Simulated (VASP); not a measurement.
Here is a VASP 6.6.1 calculation.

File INCAR:

```
  PREC = Accurate
  ENCUT = 600
  EDIFF = 1E-7
  ISMEAR = -1
  SIGMA = 0.05
  LREAL = F
  LASPH = T
  NELM = 80
  ALGO = Normal
  ISIF = 3
  LWAVE = F
  LCHARG = F
  GGA = PS
  IBRION = 2
  NSW = 80
  EDIFFG = -0.01
```

File KPOINTS:

```
regular mesh
0
Gamma
  6 6 5
```

The input POSCAR:

```
MoS2
1.0
    3.1479925200     -1.9297820300      0.0000000000
    3.1479925200      1.9297820300      0.0000000000
   -0.0030992400      0.0000000000      4.4393295900
Mo S
1 2
Direct
    0.0000000000      0.0000000000      0.0000000000
    0.6879000000      0.6879000000      0.2889000000
    0.3121000000      0.3121000000      0.7111000000
```

Potentials or basis: VASP PAW PBE potentials, release 64 (Mo_sv, S).

Launch:

```console
$ cat potpaw_PBE.64/Mo_sv/POTCAR potpaw_PBE.64/S/POTCAR > POTCAR
$ mpirun -np 1 vasp_std > vasp.out
```

**Question.** Estimate the relaxed volume.

**Answer.** 17.57 Å³/atom.

**Question.** Estimate the relaxed cell.

**Answer.** a = 3.153 Å, b = 3.153 Å, c = 6.125 Å, α = 90.12°, β = 90.12°, γ = 59.99°.

Forces on the atoms (eV/Å):
```
Mo   0.000  0.000  0.000
S   -0.004  0.000  0.003
S    0.004  0.000 -0.003
```

Caveat: a cell axis changed by over 15 % at a fixed basis, so the end point is rough; the PAW data sets were made with another functional, which shifts forces and pressure a little; this functional lacks dispersion, which binds the layers, so the pressure and a relaxed spacing across them are unreliable.
